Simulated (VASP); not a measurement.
# LiBe16 (a cell with a defect) in VASP: notebook

Runs on LiBe16 (a cell with a defect). Level: r2SCAN+D3(BJ). Tasks: single point.

Program: VASP 6.6.1. These are calculated values, not measurements. Logs are shortened: lines on timing, memory, paths and dates and some standing lists are left out, and cuts for length are marked.

## 1. The cell of the first run

The cell holds a defect, 17 atoms: a = 4.580 Å, b = 3.966 Å, c = 7.177 Å, α = 90.00°, β = 90.00°, γ = 90.00°.

## 2. Single point, r2SCAN+D3(BJ)

POSCAR

```
LiBe16
1.0
   -2.2900000000     -3.9663960000      0.0000000000
    3.4350000000     -1.9831980000      0.0000000000
    0.0000000000      0.0000000000      7.1768600000
Be Li
16 1
Direct
    0.7681678145      0.4696534028     -0.0448137992
    0.5528295919      0.5074203271      0.1839867733
    0.7076572296      0.4472328066      0.4636131076
    0.4936830161      0.2822792574      0.7406733407
    0.5040809572     -0.0436799585      0.0143968030
    0.3393558515      1.1528497568      0.2761280044
    0.4684211447     -0.0669769085      0.5221792879
    0.2330561063      0.7812309038      0.7531262977
    0.2484141984      0.4311706656     -0.0165958862
   -0.0677776952      0.2943854998      0.2244605397
    0.2165687567      0.4457567380      0.5084475833
   -0.0182734965      0.2846100574      0.7361161887
   -0.0149171799     -0.0270908382     -0.0118143594
    0.7126975982      0.8975321755      0.2805400027
   -0.0159689779     -0.0261426823      0.5034938872
    0.7333275771      0.7929407634      0.7414289985
    0.1534342075      0.7202396333      0.2487671301
```

INCAR.step1

```
SYSTEM = LiBe16
ALGO = Normal
EDIFF = 1E-4
ENCUT = 520
GGA = PE
ISMEAR = -1
LASPH = .TRUE.
LCHARG = .FALSE.
LREAL = Auto
LWAVE = .TRUE.
NBANDS = 32
NELM = 100
PREC = Accurate
SIGMA = 0.1
```

INCAR.step2

```
SYSTEM = LiBe16
ALGO = Normal
EDIFF = 1E-6
ENCUT = 520
ISIF = 2
ISMEAR = -1
ISTART = 1
IVDW = 12
LASPH = .TRUE.
LCHARG = .TRUE.
LELF = .TRUE.
LMIXTAU = .TRUE.
LREAL = Auto
LVHAR = .TRUE.
LWAVE = .FALSE.
METAGGA = R2SCAN
NBANDS = 32
NELM = 100
PREC = Accurate
SIGMA = 0.1
VDW_A1 = 0.49484001
VDW_A2 = 5.73083694
VDW_S6 = 1.0
VDW_S8 = 0.78981345
```

KPOINTS

```
k-points
0
G
  2 3 2
  0 0 0
```

Potentials or basis: VASP PAW PBE potentials, release 64 (Be, Li_sv).

Started as:

```
$ cat potpaw_PBE.64/Be/POTCAR potpaw_PBE.64/Li_sv/POTCAR > POTCAR
$ cp INCAR.step1 INCAR
$ mpirun -np 1 vasp_std > vasp.out
$ cp INCAR.step2 INCAR
$ mpirun -np 1 vasp_std > vasp.out
```

OUTCAR:

```text
SYSTEM = LiBe16
   EDIFF = 1E-6
   ENCUT = 520
   ISIF = 2
   ISMEAR = -1
   ISTART = 1
   IVDW = 12
   LASPH = .TRUE.
   LREAL = Auto
   METAGGA = R2SCAN
   NELM = 100
   PREC = Accurate
 IVDW          = 12

 ion  position               nearest neighbor table
   1  0.768  0.470  0.955-   2 1.92  12 1.99  16 2.01   4 2.12  10 2.19   9 2.21  13 2.22  13 2.24
                             5 2.32
   2  0.553  0.507  0.184-   6 1.84  14 1.85   1 1.92  10 1.95   9 2.03  17 2.07   3 2.14   5 2.17

   3  0.708  0.447  0.464-  10 2.09   2 2.14  14 2.22   7 2.26  11 2.27  15 2.28   4 2.31  11 2.35
                             7 2.35
   4  0.494  0.282  0.741-   7 2.10   1 2.12   9 2.16  11 2.19  16 2.23  12 2.24  16 2.30   3 2.31
                             8 2.31   8 2.32  12 2.35   5 2.35
   5  0.504  0.956  0.014-  14 2.15   2 2.17   6 2.17  13 2.21   9 2.23  16 2.32   1 2.32   4 2.35
                             8 2.35  13 2.39
   6  0.339  0.153  0.276-   2 1.84  17 1.93  10 1.98  14 1.99   7 2.06  11 2.11   5 2.17  17 2.41

   7  0.468  0.933  0.522-   6 2.06  16 2.06   8 2.07  14 2.07   4 2.10  15 2.23  11 2.25   3 2.26
                            11 2.34   3 2.35  15 2.37
   8  0.233  0.781  0.753-   7 2.07   9 2.16  13 2.17  11 2.20  15 2.26  12 2.28  16 2.29  16 2.29
                            12 2.31   4 2.31   4 2.32   5 2.35
   9  0.248  0.431  0.983-   2 2.03   4 2.16   8 2.16  13 2.18   1 2.21   5 2.23  12 2.23  17 2.27
                            10 2.32
  10  0.932  0.294  0.224-  14 1.91   2 1.95  17 1.98   6 1.98   3 2.09  13 2.14   1 2.19   9 2.32
                            15 2.38
  11  0.217  0.446  0.508-  12 2.06   6 2.11  15 2.15  17 2.18   4 2.19   8 2.20   7 2.25   3 2.27
                             7 2.34  15 2.35   3 2.35
  12  0.982  0.285  0.736-   1 1.99  11 2.06  15 2.08  13 2.19   9 2.23   4 2.24  16 2.26   8 2.28
                             8 2.31  16 2.32   4 2.35
  13  0.985  0.973  0.988-  10 2.14   8 2.17   9 2.18  12 2.19   5 2.21   1 2.22  16 2.23   1 2.24
                            17 2.26   5 2.39
  14  0.713  0.898  0.281-   2 1.85  10 1.91   6 1.99  15 2.05   7 2.07   5 2.15  17 2.15   3 2.22

  15  0.984  0.974  0.503-  14 2.05  12 2.08  11 2.15  16 2.18  17 2.23   7 2.23   8 2.26   3 2.28
                            11 2.35   7 2.37  10 2.38
  16  0.733  0.793  0.741-   1 2.01   7 2.06  15 2.18   4 2.23  13 2.23  12 2.26   8 2.29   8 2.29
                             4 2.30   5 2.32  12 2.32
  17  0.153  0.720  0.249-   6 1.93  10 1.98   2 2.07  14 2.15  11 2.18  15 2.23  13 2.26   9 2.27
                             6 2.41

  LATTYP: Found a simple orthorhombic cell.
 ALAT       =     3.9663962620
 B/A-ratio  =     1.1547004875
 C/A-ratio  =     1.8094157835

  Lattice vectors:

 A1 = (  -3.4350000000,   1.9831980000,   0.0000000000)
 A2 = (  -2.2900000000,  -3.9663960000,   0.0000000000)
 A3 = (   0.0000000000,   0.0000000000,   7.1768600000)

Analysis of symmetry for initial positions (statically):
=====================================================================
 Subroutine PRICEL returns:
 Original cell was already a primitive cell.

 Routine SETGRP: Setting up the symmetry group for a
 simple orthorhombic supercell.

 Subroutine GETGRP returns: Found  1 space group operations
 (whereof  1 operations were pure point group operations)
 out of a pool of  8 trial point group operations.

The static configuration has the point symmetry C_1 .

Analysis of symmetry for dynamics (positions and initial velocities):
=====================================================================
 Subroutine PRICEL returns:
 Original cell was already a primitive cell.

 Routine SETGRP: Setting up the symmetry group for a
 simple orthorhombic supercell.

 Subroutine GETGRP returns: Found  1 space group operations
 (whereof  1 operations were pure point group operations)
 out of a pool of  8 trial point group operations.

The dynamic configuration has the point symmetry C_1 .

 Subroutine INISYM returns: Found  1 space group operations
 (whereof  1 operations are pure point group operations),
 and found     1 'primitive' translations

----------------------------------------------------------------------------------------

                                     Primitive cell

  volume of cell :     130.3755

  direct lattice vectors                    reciprocal lattice vectors
    -2.290000000 -3.966396000  0.000000000    -0.109170306 -0.189088533  0.000000000
     3.435000000 -1.983198000  0.000000000     0.218340611 -0.126059022  0.000000000
     0.000000000  0.000000000  7.176860000     0.000000000  0.000000000  0.139336702
[... 50 lines left out ...]

 Generating k-lattice:

  Cartesian coordinates                     Fractional coordinates (reciprocal lattice)
    -0.054585153 -0.094544266  0.000000000     0.500000000  0.000000000  0.000000000
     0.072780204 -0.042019674  0.000000000    -0.000000000  0.333333333  0.000000000
     0.000000000  0.000000000  0.069668351     0.000000000  0.000000000  0.500000000

  Length of vectors
     0.109170313  0.084039342  0.069668351

  Shift w.r.t. Gamma in fractional coordinates (k-lattice)
     0.000000000  0.000000000  0.000000000

 Subroutine IBZKPT returns following result:
 ===========================================

 Found      8 irreducible k-points:

 Following reciprocal coordinates:
            Coordinates               Weight
  0.000000  0.000000  0.000000      1.000000
  0.500000  0.000000  0.000000      1.000000
  0.000000  0.333333  0.000000      2.000000
  0.500000  0.333333  0.000000      2.000000
  0.000000  0.000000  0.500000      1.000000
  0.500000  0.000000  0.500000      1.000000
  0.000000  0.333333  0.500000      2.000000
  0.500000  0.333333  0.500000      2.000000
   k-points           NKPTS =      8   k-points in BZ     NKDIM =      8   number of bands    NBANDS=     32
   number of dos      NEDOS =    301   number of ions     NIONS =     17
   total plane-waves  NPLWV =  58320
   dimension x,y,z NGX =    36 NGY =   30 NGZ =   54
   dimension x,y,z NGXF=    72 NGYF=   60 NGZF=  108
   ions per type =              16   1
   NGX,Y,Z   is equivalent  to a cutoff of  13.07, 12.57, 12.51 a.u.
   NGXF,Y,Z  is equivalent  to a cutoff of  26.13, 25.15, 25.02 a.u.
 SYSTEM =  LiBe16
   PREC   = accura    normal or accurate (medium, high low for compatibility)
   ISTART =      1    job   : 0-new  1-cont  2-samecut
   ICHARG =      0    charge: 1-file 2-atom 10-const
   ISPIN  =      1    spin polarized calculation?
   LNONCOLLINEAR =      F non collinear calculations
   LSORBIT =      F    spin-orbit coupling
   LASPH  =      T    aspherical Exc in radial PAW
   ENCUT  =  520.0 eV  38.22 Ry    6.18 a.u.   8.52  7.37 13.34*2*pi/ulx,y,z
   NELM   =    100;   NELMIN=  2; NELMDL=  0     # of ELM steps
   EDIFF  = 0.1E-05   stopping-criterion for ELM
   LREAL  =      T    real-space projection
   EDIFFG = 0.1E-04   stopping-criterion for IOM
   NSW    =      0    number of steps for IOM
   IBRION =     -1    ionic relax: 0-MD 1-quasi-New 2-CG
   NFREE  =      0    steps in history (QN), initial steepest desc. (CG)
   ISIF   =      2    stress and relaxation
   ISYM   =      2    0-nonsym 1-usesym 2-fastsym
   POTIM  = 0.5000    time-step for ionic-motion
   TEBEG  =    0.0;   TEEND  =   0.0 temperature during run
   PSTRESS=    0.0 pullay stress
   NELECT =      35.0000    total number of electrons
   NUPDOWN=      -1.0000    fix difference up-down
   EMIN   =  10.00;   EMAX   =-10.00  energy-range for DOS
   EFERMI =   0.00;   METHOD = LEGACY
   ISMEAR =    -1;   SIGMA  =   0.10  broadening in eV -4-tet -1-fermi 0-gaus
   EFERMI_NEDOS =   21; number of points for ismear=-14 and -15
   IALGO  =     38    algorithm
   IMIX   =      4    mixing-type and parameters
     AMIX     =   0.40;   BMIX     =  1.00
     AMIX_MAG =   1.60;   BMIX_MAG =  1.00
  volume/ion in A,a.u.               =       7.67        51.75
  Fermi-wavevector in a.u.,A,eV,Ry     =   1.056085  1.995711 15.174786  1.115315
  Thomas-Fermi vector in A             =   2.191307
   LORBIT       =      0    0 simple, 1 ext, 2 COOP (PROOUT), +10 PAW based schemes
   METAGGA = R2SCAN    functional components
   LHFCALC =     F    Hartree Fock is set to
   AEXX    =    0.0000 exact exchange contribution
   IVDW    =    12    specifies the selected vdW correction
   LEPSILON=     F    determine dielectric tensor
   LRPA    =     F    only Hartree local field effects (RPA)
 non-spin polarized calculation
  energy-cutoff  :      520.00
  volume of cell :      130.38
 maximum number of plane-waves:      3536
 NGX is ok and might be reduce to    36
   NGX = 17   NGY = 15   NGZ = 27

 number of electron      35.0000000 magnetization

 Free energy of the ion-electron system (eV)
  ---------------------------------------------------
  ext. energy  EPLUGINS =         0.00000000
  ---------------------------------------------------
  free energy    TOTEN  =       -67.00868827 eV

  energy without entropy =      -66.94163128  energy(sigma->0) =      -66.97515978

 E-fermi :   7.3562     XC(G=0): -11.3173

 val. band max:        7.3549765048   @ k =   0.5000   0.0000   0.5000
 cond. band min:       7.4452560805   @ k =   0.5000   0.0000   0.5000
 fundamental gap:      0.0902795757
 Fermi energy:         7.3561611391

 k-point     1 :       0.0000    0.0000    0.0000
  band No.  band energies     occupation
      1     -40.3699      2.00000
      2      -4.8733      2.00000
      3      -2.7529      2.00000
      4      -2.4746      2.00000
      5       0.6916      2.00000
      6       0.7704      2.00000
[... 245 lines left out ...]
     28      12.6202      0.00000
     29      12.8598      0.00000
 [bands above 29 left out]

------------------------ aborting loop because EDIFF is reached ----------------------------------------

 Edisp (eV)   -2.96381

 E8    (eV) :    -0.7801

  FORCE on cell =-STRESS in cart. coord.  units (eV):
  Direction    XX          YY          ZZ          XY          YZ          ZX
  --------------------------------------------------------------------------------------
  -------------------------------------------------------------------------------------
  Total       4.52117     6.63060    14.51425    -7.50539     5.09457     1.22857
  in kB      55.56040    81.48302   178.36482   -92.23335    62.60691    15.09780
  external pressure =      105.14 kB  Pullay stress =        0.00 kB

 VOLUME and BASIS-vectors are now :
 -----------------------------------------------------------------------------
  energy-cutoff  :      520.00
  volume of cell :      130.38
      direct lattice vectors                 reciprocal lattice vectors
    -2.290000000 -3.966396000  0.000000000    -0.109170306 -0.189088533  0.000000000
     3.435000000 -1.983198000  0.000000000     0.218340611 -0.126059022  0.000000000
     0.000000000  0.000000000  7.176860000     0.000000000  0.000000000  0.139336702

 POSITION                                       TOTAL-FORCE (eV/Angst)
 -----------------------------------------------------------------------------------
     -0.14584     -3.97827      6.85524         0.005481     -0.019980     -0.031297
      0.47701     -3.19906      1.32045        -0.013658      0.008848     -0.064600
     -0.08429     -3.69380      3.32729         0.003717     -0.010909      0.027583
     -0.16090     -2.51796      5.31571         0.033096      0.010338     -0.012389
      2.13061     -3.89596      0.10332        -0.024128      0.003212     -0.018115
     -0.25209     -1.64915      1.98173         0.052300     -0.022234      0.026996
[... 9 lines left out ...]
      1.04443     -4.48123      5.32113        -0.014519      0.024688      0.013802
      2.12266     -2.03696      1.78537         0.069197     -0.054770     -0.044974
 -----------------------------------------------------------------------------------
    total drift:                                0.092014     -0.071106     -0.025461

  FREE ENERGIE OF THE ION-ELECTRON SYSTEM (eV)
  ---------------------------------------------------
  free  energy   TOTEN  =       -69.9725017485 eV

  energy  without entropy=      -69.9054447658  energy(sigma->0) =      -69.93897326
```

Wall time 86 s (1 thread of Intel Xeon 6975P-C (Granite Rapids), shared host); peak memory 0.25 GiB.

What came out:

```yaml
Free_energy: -69.9725 eV
Largest_force: 0.099 eV/Å
Band_gap_on_the_k_mesh: zero (an odd number of electrons rules out a gap without spin polarisation)
Dispersion_energy_per_atom: -0.174 eV
```

Forces in eV/Å, atoms in the order of the input:
```
Be   0.005 -0.020 -0.031
Be  -0.014  0.009 -0.065
Be   0.004 -0.011  0.028
Be   0.033  0.010 -0.012
Be  -0.024  0.003 -0.018
Be   0.052 -0.022  0.027
Be   0.012  0.044  0.022
Be   0.007  0.007  0.035
Be   0.039 -0.003 -0.010
Be  -0.067 -0.013  0.041
Be  -0.009 -0.011 -0.011
Be  -0.042 -0.016  0.002
Be  -0.041 -0.006 -0.012
Be   0.015  0.065 -0.016
Be  -0.025 -0.007  0.052
Be  -0.015  0.025  0.014
Li   0.069 -0.055 -0.045
```

Levels at points of the mesh, in eV from the Fermi level:
| k point | band 15 | band 16 | band 17 | band 18 | band 19 | band 20 | band 21 | band 22 |
| --- | --- | --- | --- | --- | --- | --- | --- | --- |
| (0.00, 0.00, 0.00) | -3.47 | -1.41 | -0.91 | 0.33 | 0.71 | 0.97 | 1.53 | 1.92 |
| (0.50, 0.00, 0.00) | -2.31 | -2.01 | -1.47 | -0.70 | -0.26 | 0.10 | 0.66 | 0.86 |
| (0.00, 0.00, 0.50) | -2.17 | -1.78 | -1.40 | -0.64 | 0.34 | 1.53 | 1.92 | 2.11 |
| (0.50, 0.00, 0.50) | -2.43 | -2.11 | -1.54 | 0.00 | 0.09 | 0.67 | 0.80 | 1.74 |

Caveat: the k points lie up to 0.69 Å⁻¹ apart, too coarse for converged energies and pressures of a metal; the cutoff is under 1.25 times the usual one of these potentials, so pressure, stress and relaxed cells hold a basis-set (Pulay) error; the PAW data sets were made with another functional, which shifts forces and pressure a little.

(Continued in part 2 of 3.)

The gap in the log of VASP goes by the Fermi energy; the results here count the filled bands.